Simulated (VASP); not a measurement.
# Al12C in VASP: notebook

Runs on Al12C. Level: PBE. Tasks: single point.

Everything below comes from runs of VASP 6.6.1. Logs are shortened: lines on timing, memory, paths and dates and some standing lists are left out, and cuts for length are marked.

### 1 The cell of the first run

The cell holds a slab with vacuum, 13 atoms: a = 5.714 Å, b = 5.714 Å, c = 20.102 Å, α = 90.00°, β = 90.00°, γ = 120.00°.

### 2 Single point, PBE

Contents of INCAR:

```
SYSTEM = Al12C
ALGO = Normal ; DIPOL = 0.5 0.5 0.329
EDIFF = 1E-6 ; ENCUT = 520
GGA = PE ; IDIPOL = 3
ISIF = 2 ; ISMEAR = 0
LASPH = .True. ; LCHARG = .False.
LDIPOL = .True. ; LREAL = .False.
LWAVE = .False. ; NBANDS = 32
NELM = 100 ; PREC = Accurate
SIGMA = 0.1
```

Contents of KPOINTS:

```
k-points
0
Gamma
  6 6 1
  0 0 0
```

Contents of POSCAR:

```
Al12C
1.0
    5.7143028096      0.0000000000      0.0000000000
   -2.8571514048      4.9487313980      0.0000000000
    0.0000000000      0.0000000000     20.1016424764
Al C
12 1
Direct
    0.3333333333      0.1666666667      0.1989887147
    0.3333333333      0.6666666667      0.1989887147
    0.8333333333      0.1666666667      0.1989887147
    0.8333333333      0.6666666667      0.1989887147
    0.1666666667      0.3333333333      0.3134533099
    0.1666666667      0.8333333333      0.3134533099
    0.6666666667      0.3333333333      0.3134533099
    0.6666666667      0.8333333333      0.3134533099
    0.0000000000      0.0000000000      0.4279074452
    0.0000000000      0.5000000000      0.4279074452
    0.5000000000      0.0000000000      0.4279074452
    0.5000000000      0.5000000000      0.4279074452
    0.0000000000      0.0833333333      0.5181603930
```

Potentials or basis: VASP PAW PBE potentials, release 64 (Al, C).

Run with:

```bash
$ cat potpaw_PBE.64/Al/POTCAR potpaw_PBE.64/C/POTCAR > POTCAR
$ mpirun -np 1 vasp_std > vasp.out
```

OUTCAR:

```text
SYSTEM = Al12C
   EDIFF = 1E-6
   ENCUT = 520
   GGA = PE
   ISIF = 2
   ISMEAR = 0
   LASPH = .True.
   LREAL = .False.
   NELM = 100
   PREC = Accurate

 ion  position               nearest neighbor table
   1  0.333  0.167  0.199-   5 2.83   6 2.83   7 2.83   4 2.86   2 2.86   2 2.86   4 2.86   3 2.86
                             3 2.86
   2  0.333  0.667  0.199-   6 2.83   5 2.83   8 2.83   3 2.86   1 2.86   1 2.86   3 2.86   4 2.86
                             4 2.86
   3  0.833  0.167  0.199-   7 2.83   8 2.83   5 2.83   4 2.86   2 2.86   4 2.86   2 2.86   1 2.86
                             1 2.86
   4  0.833  0.667  0.199-   8 2.83   7 2.83   6 2.83   3 2.86   1 2.86   3 2.86   1 2.86   2 2.86
                             2 2.86
   5  0.167  0.333  0.313-   9 2.83  12 2.83  10 2.83   1 2.83   2 2.83   3 2.83   8 2.86   6 2.86
                             6 2.86   8 2.86   7 2.86   7 2.86
   6  0.167  0.833  0.313-  10 2.83  11 2.83   9 2.83   2 2.83   1 2.83   4 2.83   7 2.86   5 2.86
                             5 2.86   7 2.86   8 2.86   8 2.86
   7  0.667  0.333  0.313-  11 2.83  10 2.83  12 2.83   3 2.83   4 2.83   1 2.83   8 2.86   6 2.86
                             8 2.86   6 2.86   5 2.86   5 2.86
   8  0.667  0.833  0.313-  12 2.83   9 2.83  11 2.83   4 2.83   3 2.83   2 2.83   7 2.86   5 2.86
                             7 2.86   5 2.86   6 2.86   6 2.86
   9  0.000  0.000  0.428-  13 1.88   5 2.83   8 2.83   6 2.83  12 2.86  10 2.86  10 2.86  12 2.86
                            11 2.86  11 2.86
  10  0.000  0.500  0.428-   6 2.83   7 2.83   5 2.83   9 2.86  11 2.86   9 2.86  11 2.86  12 2.86
                            12 2.86
  11  0.500  0.000  0.428-   7 2.83   6 2.83   8 2.83  10 2.86  12 2.86  12 2.86  10 2.86   9 2.86
                             9 2.86
  12  0.500  0.500  0.428-   8 2.83   5 2.83   7 2.83   9 2.86  11 2.86  11 2.86   9 2.86  10 2.86
                            10 2.86
  13  0.000  0.083  0.518-   9 1.88

  LATTYP: Found a hexagonal cell.
 ALAT       =     5.7143028096
 C/A-ratio  =     3.5177769093

  Lattice vectors:

 A1 = (   5.7143028096,   0.0000000000,   0.0000000000)
 A2 = (  -2.8571514048,   4.9487313980,   0.0000000000)
 A3 = (   0.0000000000,   0.0000000000,  20.1016424764)

Analysis of symmetry for initial positions (statically):
=====================================================================
 Subroutine PRICEL returns:
 Original cell was already a primitive cell.

 Routine SETGRP: Setting up the symmetry group for a
 hexagonal supercell.

 Subroutine GETGRP returns: Found  1 space group operations
 (whereof  1 operations were pure point group operations)
 out of a pool of 24 trial point group operations.

The static configuration has the point symmetry C_1 .

Analysis of symmetry for dynamics (positions and initial velocities):
=====================================================================
 Subroutine PRICEL returns:
 Original cell was already a primitive cell.

 Routine SETGRP: Setting up the symmetry group for a
 hexagonal supercell.

 Subroutine GETGRP returns: Found  1 space group operations
 (whereof  1 operations were pure point group operations)
 out of a pool of 24 trial point group operations.

The dynamic configuration has the point symmetry C_1 .

 Subroutine INISYM returns: Found  1 space group operations
 (whereof  1 operations are pure point group operations),
 and found     1 'primitive' translations

----------------------------------------------------------------------------------------

                                     Primitive cell

  volume of cell :     568.4453

  direct lattice vectors                    reciprocal lattice vectors
     5.714302810  0.000000000  0.000000000     0.174999476  0.101035995  0.000000000
    -2.857151405  4.948731398  0.000000000     0.000000000  0.202071990  0.000000000
     0.000000000  0.000000000 20.101642476     0.000000000  0.000000000  0.049747179

  length of vectors
     5.714302810  5.714302810 20.101642476     0.202071990  0.202071990  0.049747179

  position of ions in fractional coordinates (direct lattice)
     0.333333333  0.166666667  0.198988715
     0.333333333  0.666666667  0.198988715
     0.833333333  0.166666667  0.198988715
     0.833333333  0.666666667  0.198988715
     0.166666667  0.333333333  0.313453310
     0.166666667  0.833333333  0.313453310
     0.666666667  0.333333333  0.313453310
     0.666666667  0.833333333  0.313453310
[... 45 lines left out ...]

 Found     20 irreducible k-points:

 Following reciprocal coordinates:
            Coordinates               Weight
  0.000000  0.000000  0.000000      1.000000
  0.166667  0.000000  0.000000      2.000000
  0.000000  0.166667  0.000000      2.000000
 -0.166667  0.166667  0.000000      2.000000
  0.333333  0.000000  0.000000      2.000000
  0.000000  0.333333  0.000000      2.000000
[... 12 lines left out ...]
  0.500000 -0.166667  0.000000      2.000000
  0.333333  0.333333  0.000000      2.000000
   k-points           NKPTS =     20   k-points in BZ     NKDIM =     20   number of bands    NBANDS=     32
   number of dos      NEDOS =    301   number of ions     NIONS =     13
   total plane-waves  NPLWV = 264600
   dimension x,y,z NGX =    42 NGY =   42 NGZ =  150
   dimension x,y,z NGXF=    84 NGYF=   84 NGZF=  300
   ions per type =              12   1
   NGX,Y,Z   is equivalent  to a cutoff of  12.22, 12.22, 12.41 a.u.
   NGXF,Y,Z  is equivalent  to a cutoff of  24.44, 24.44, 24.81 a.u.
 SYSTEM =  Al12C
   PREC   = accura    normal or accurate (medium, high low for compatibility)
   ISTART =      0    job   : 0-new  1-cont  2-samecut
   ICHARG =      2    charge: 1-file 2-atom 10-const
   ISPIN  =      1    spin polarized calculation?
   LNONCOLLINEAR =      F non collinear calculations
   LSORBIT =      F    spin-orbit coupling
   LASPH  =      T    aspherical Exc in radial PAW
   ENCUT  =  520.0 eV  38.22 Ry    6.18 a.u.  10.62 10.62 37.38*2*pi/ulx,y,z
   NELM   =    100;   NELMIN=  2; NELMDL= -5     # of ELM steps
   EDIFF  = 0.1E-05   stopping-criterion for ELM
   LREAL  =      F    real-space projection
   EDIFFG = 0.1E-04   stopping-criterion for IOM
   NSW    =      0    number of steps for IOM
   IBRION =     -1    ionic relax: 0-MD 1-quasi-New 2-CG
   NFREE  =      0    steps in history (QN), initial steepest desc. (CG)
   ISIF   =      2    stress and relaxation
   ISYM   =      2    0-nonsym 1-usesym 2-fastsym
   POTIM  = 0.5000    time-step for ionic-motion
   TEBEG  =    0.0;   TEEND  =   0.0 temperature during run
   PSTRESS=    0.0 pullay stress
   NELECT =      40.0000    total number of electrons
   NUPDOWN=      -1.0000    fix difference up-down
   EMIN   =  10.00;   EMAX   =-10.00  energy-range for DOS
   EFERMI =   0.00;   METHOD = LEGACY
   ISMEAR =     0;   SIGMA  =   0.10  broadening in eV -4-tet -1-fermi 0-gaus
   EFERMI_NEDOS =   21; number of points for ismear=-14 and -15
   IALGO  =     38    algorithm
   IMIX   =      4    mixing-type and parameters
     AMIX     =   0.40;   BMIX     =  1.00
     AMIX_MAG =   1.60;   BMIX_MAG =  1.00
  volume/ion in A,a.u.               =      43.73       295.08
  Fermi-wavevector in a.u.,A,eV,Ry     =   0.675873  1.277215  6.215205  0.456805
  Thomas-Fermi vector in A             =   1.753019
   LORBIT       =      0    0 simple, 1 ext, 2 COOP (PROOUT), +10 PAW based schemes
   GGA     = PE    functional components
   LHFCALC =     F    Hartree Fock is set to
   AEXX    =    0.0000 exact exchange contribution
   IVDW    =     0    specifies the selected vdW correction
   LEPSILON=     F    determine dielectric tensor
   LRPA    =     F    only Hartree local field effects (RPA)
 non-spin polarized calculation
 Gauss-broadening in eV      SIGMA  =   0.10
  energy-cutoff  :      520.00
  volume of cell :      568.45
 maximum number of plane-waves:     15351
   NGX = 21   NGY = 21   NGZ = 75

 dipolmoment           0.000000      0.000000     -0.035923 electrons x Angstroem

 number of electron      40.0000001 magnetization

 dipolmoment           0.000000      0.000000      0.307065 electrons x Angstroem

 Free energy of the ion-electron system (eV)
  ---------------------------------------------------
  ext. energy  EPLUGINS =         0.00000000
  ---------------------------------------------------
  free energy    TOTEN  =       -46.40251191 eV

  energy without entropy =      -46.37214485  energy(sigma->0) =      -46.38732838

 E-fermi :  -0.1417     XC(G=0):  -4.6503

 val. band max:       -0.1500106597   @ k =   0.0000   0.5000   0.0000
 cond. band min:      -0.1221200708   @ k =  -0.3333   0.5000   0.0000
 fundamental gap:      0.0278905889
 Fermi energy:        -0.1417461370

 k-point     1 :       0.0000    0.0000    0.0000
  band No.  band energies     occupation
      1     -10.9156      2.00000
      2      -9.8783      2.00000
      3      -8.5280      2.00000
      4      -5.9718      2.00000
      5      -4.9567      2.00000
      6      -4.9481      2.00000
[... 689 lines left out ...]
     31       2.9630      0.00000
     32       3.1953      0.00000

------------------------ aborting loop because EDIFF is reached ----------------------------------------

 vacuum level on the upper side and lower side of the slab       (xc-potential included)         0.903        -0.985

  FORCE on cell =-STRESS in cart. coord.  units (eV):
  Direction    XX          YY          ZZ          XY          YZ          ZX
  --------------------------------------------------------------------------------------
  -------------------------------------------------------------------------------------
  Total       -4.1512602     -3.1803104      0.9465268     -0.0013085      2.0439328     -1.2715295
  in kB      -11.7004310     -8.9637845      2.6678095     -0.0036879      5.7608759     -3.5838377
  external PRESSURE =      -5.9988020 kB  Pullay stress =       0.0000000 kB

 VOLUME and BASIS-vectors are now :
 -----------------------------------------------------------------------------
  energy-cutoff  :      520.00
  volume of cell :      568.45
      direct lattice vectors                 reciprocal lattice vectors
     5.714302810  0.000000000  0.000000000     0.174999476  0.101035995  0.000000000
    -2.857151405  4.948731398  0.000000000     0.000000000  0.202071990  0.000000000
     0.000000000  0.000000000 20.101642476     0.000000000  0.000000000  0.049747179

 POSITION                                       TOTAL-FORCE (eV/Angst)
 -----------------------------------------------------------------------------------
      1.42858      0.82479      4.00000        -0.058657     -0.012628     -0.088279
     -0.00000      3.29915      4.00000         0.015220     -0.038367     -0.002389
      4.28573      0.82479      4.00000         0.070347     -0.017641     -0.121381
      2.85715      3.29915      4.00000        -0.002851      0.050438     -0.073684
      0.00000      1.64958      6.30093         0.021793     -0.023006      0.010031
     -1.42858      4.12394      6.30093        -0.092123      0.054700      0.067738
      2.85715      1.64958      6.30093         0.013059     -0.056605      0.053735
      1.42858      4.12394      6.30093         0.061852      0.028106      0.041489
      0.00000      0.00000      8.60164         0.320611     -0.605381     -1.229716
     -1.42858      2.47437      8.60164         0.236836     -0.282809      0.581053
      2.85715      0.00000      8.60164         0.196940     -0.083645      0.358496
      1.42858      2.47437      8.60164        -0.148932     -0.097747      0.386994
     -0.23810      0.41239     10.41587        -0.634094      1.084584      0.015912
 -----------------------------------------------------------------------------------
    total drift:                               -0.000009      0.000002     -0.000051

  FREE ENERGIE OF THE ION-ELECTRON SYSTEM (eV)
  ---------------------------------------------------
  free  energy   TOTEN  =       -46.4025119118 eV

  energy  without entropy=      -46.3721448538  energy(sigma->0) =      -46.38732838

 vacuum level on the upper side and lower side of the slab         5.634         3.668
```

It took 7.8 min on 1 thread of AMD EPYC 9R14 (Zen 4), shared host; peak memory 0.68 GiB.

What came out:

```yaml
Free_energy: -46.4025 eV
Largest_force: 1.408 eV/Å
Band_gap_on_the_k_mesh: zero (bands 20 and 21 overlap by 0.57 eV)
```

Forces on the atoms (eV/Å):
```
Al  -0.059 -0.013 -0.088
Al   0.015 -0.038 -0.002
Al   0.070 -0.018 -0.121
Al  -0.003  0.050 -0.074
Al   0.022 -0.023  0.010
Al  -0.092  0.055  0.068
Al   0.013 -0.057  0.054
Al   0.062  0.028  0.041
Al   0.321 -0.605 -1.230
Al   0.237 -0.283  0.581
Al   0.197 -0.084  0.358
Al  -0.149 -0.098  0.387
C   -0.634  1.085  0.016
```

Levels at points of the mesh, in eV from the Fermi level:
| k point | band 17 | band 18 | band 19 | band 20 | band 21 | band 22 | band 23 | band 24 |
| --- | --- | --- | --- | --- | --- | --- | --- | --- |
| (0.00, 0.00, 0.00) | -2.54 | -1.14 | -0.96 | -0.88 | -0.42 | -0.29 | -0.26 | 0.71 |
| (0.50, 0.00, 0.00) | -0.62 | -0.56 | -0.34 | -0.09 | 0.25 | 0.36 | 0.88 | 1.20 |
| (0.00, 0.50, 0.00) | -0.62 | -0.50 | -0.39 | -0.01 | 0.21 | 0.31 | 0.93 | 1.15 |
| (0.50, 0.50, 0.00) | -0.63 | -0.57 | -0.32 | -0.07 | 0.16 | 0.32 | 0.87 | 1.21 |

### 3 Single point, PBE

Contents of INCAR:

```
  ALGO = Normal
  DIPOL = 0.5 0.5 0.327
  EDIFF = 1E-7
  ENCUT = 520
  GGA = PE
  IDIPOL = 3
  ISIF = 2
  ISMEAR = 0
  LASPH = True
  LCHARG = False
  LDIPOL = True
  LREAL = False
  LWAVE = False
  NBANDS = 32
  NELM = 60
  PREC = Accurate
  SIGMA = 0.1
```

Contents of KPOINTS:

```
k-points
0
Gamma
  6 6 1
```

POSCAR, as its differences from that of step 2:

```diff
@@ -20,2 +20,2 @@
     0.5000000000      0.5000000000      0.4279074452
-    0.0000000000      0.0833333333      0.5181603930
+    0.0833333333      0.3333333333      0.4913741423
```

Potentials or basis: VASP PAW PBE potentials, release 64 (Al, C).

Run with:

```bash
$ cat potpaw_PBE.64/Al/POTCAR potpaw_PBE.64/C/POTCAR > POTCAR
$ mpirun -np 1 vasp_std > vasp.out
```

Wall time 7.6 min (1 thread of AMD EPYC 9R14 (Zen 4), shared host); peak memory 0.7 GiB.

It converged, with:

```
Free energy            : -48.3508 eV
Largest force          : 3.435 eV/Å
Band gap on the k mesh : zero (bands 20 and 21 overlap by 0.42 eV)
```

Forces on the atoms (eV/Å):
```
Al  -0.067  0.026 -0.124
Al  -0.013 -0.085 -0.137
Al   0.110  0.070 -0.156
Al   0.019  0.013 -0.195
Al   0.049 -0.010 -0.126
Al  -0.051 -0.052  0.073
Al   0.012 -0.006  0.083
Al  -0.080  0.044  0.078
Al  -0.130  0.420  1.151
Al  -2.069  1.749 -1.551
Al   0.066  0.155  0.012
Al  -0.577 -0.237  0.860
C    2.729 -2.086  0.034
```

Levels at points of the mesh, in eV from the Fermi level:
```tsv
k point	band 17	band 18	band 19	band 20	band 21	band 22	band 23	band 24
(0.00, 0.00, 0.00)	-2.05	-1.60	-1.28	-0.67	-0.32	-0.15	-0.08	1.25
(0.50, 0.00, 0.00)	-0.67	-0.50	-0.32	0.06	0.26	0.61	1.11	1.25
(0.00, 0.50, 0.00)	-0.68	-0.49	-0.25	-0.08	0.32	0.44	1.10	1.32
(0.50, 0.50, 0.00)	-0.69	-0.45	-0.22	-0.14	0.32	0.40	1.18	1.29
```

(Part 1 of 2 ends here.)

The gap in the log of VASP goes by the Fermi energy; the results here count the filled bands.